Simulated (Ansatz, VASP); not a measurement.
# One calculation of Al3GaN4, two programs

Contents of INCAR:

```
PREC     = Accurate       # precision mode
ENCUT    = 520            # plane-wave cutoff, eV
EDIFF    = 1E-7           # SCF threshold, eV
ISMEAR   = 0              # smearing method
SIGMA    = 0.05           # smearing width, eV
LREAL    = F              # projectors in reciprocal space
LASPH    = T              # aspherical terms in the spheres
NELM     = 80             # most SCF steps
ALGO     = Normal         # electronic algorithm
ISIF     = 2              # what is computed and relaxed
LWAVE    = F              # write WAVECAR
LCHARG   = T              # write CHGCAR
GGA      = PS             # functional
LELF     = T              # ELF
LVHAR    = T            
NBANDS   = 31             # bands
```

KPOINTS

```
regular mesh
0
Gamma
  6 6 6
```

The input POSCAR:

```
Al3GaN4
1.0
    4.6691993829      0.0000000000      0.0000000000
    0.0000000000      4.6691993829      0.0000000000
    0.0000000000      0.0000000000      4.1355098934
Al Ga N
3 1 4
Direct
    0.5000000000      0.5000000000      0.0000000000
    0.5000000000      0.0000000000      0.5000000000
    0.0000000000      0.5000000000      0.5000000000
    0.0000000000      0.0000000000      0.0000000000
    0.7447140287      0.7447140287      0.2552859713
    0.7447140287      0.2552859713      0.7447140287
    0.2552859713      0.7447140287      0.7447140287
    0.2552859713      0.2552859713      0.2552859713
```

Input for Ansatz:

```yaml
crystal:
  lattice:
    - [4.6691993829, 0.0, 0.0]
    - [0.0, 4.6691993829, 0.0]
    - [0.0, 0.0, 4.1355098934]
  atoms:
    - { symbol: Al, position: [0.5, 0.5, 0.0] }
    - { symbol: Al, position: [0.5, 0.0, 0.5] }
    - { symbol: Al, position: [0.0, 0.5, 0.5] }
    - { symbol: Ga, position: [0.0, 0.0, 0.0] }
    - { symbol: "N", position: [0.7447140287, 0.7447140287, 0.2552859713] }
    - { symbol: "N", position: [0.7447140287, 0.2552859713, 0.7447140287] }
    - { symbol: "N", position: [0.2552859713, 0.7447140287, 0.7447140287] }
    - { symbol: "N", position: [0.2552859713, 0.2552859713, 0.2552859713] }
basis:
  ecutwfc: 520.0
kpoints:
  mp_grid: { grid: [6, 6, 6] }
hamiltonian:
  xc: pbesol
scf:
  occupations: { method: gaussian, width: 0.05 }
output:
  forces: true
  stress: true
  eigenvalues: true
  write_density: true
  write_potential: true
  elf: true
  volumetric_format: npy
```

Alike in both runs: task single point; functional PBEsol; k mesh 6 × 6 × 6; occupations gaussian, width 0.05 eV; no spin polarisation.

|  | VASP | Ansatz |
| --- | --- | --- |
| version | VASP 6.6.1 | Ansatz 0.2.0 |
| potentials or method | VASP PAW PBE potentials, release 64 (Al, Ga_d, N), cutoff 520 eV | scalar-relativistic, plane waves, PAW |
| valence electrons in the cell | 42 | 42 |

|  | VASP | Ansatz | Ansatz less VASP |
| --- | --- | --- | --- |
| gap on the k mesh at the Fermi level (eV) | 2.68 | 2.67 | -0.012 |
| least direct gap on the mesh (eV) | 2.68 | 2.67 | -0.012 |
| pressure (GPa) | -10.3 | -10.3 | +0.08 |
| traceless stress, the component that is largest in VASP (GPa) | 7.84 | 7.81 | -0.025 |
| rms of the force components (eV/Å) | 0.048 | 0.048 | -0.0001 |

VASP's potentials were made for PBE, not for PBEsol. Atom by atom the forces differ by 0.000 eV/Å (rms over components). With one functional, cell and mesh, what is left measures potentials, basis and numerics.
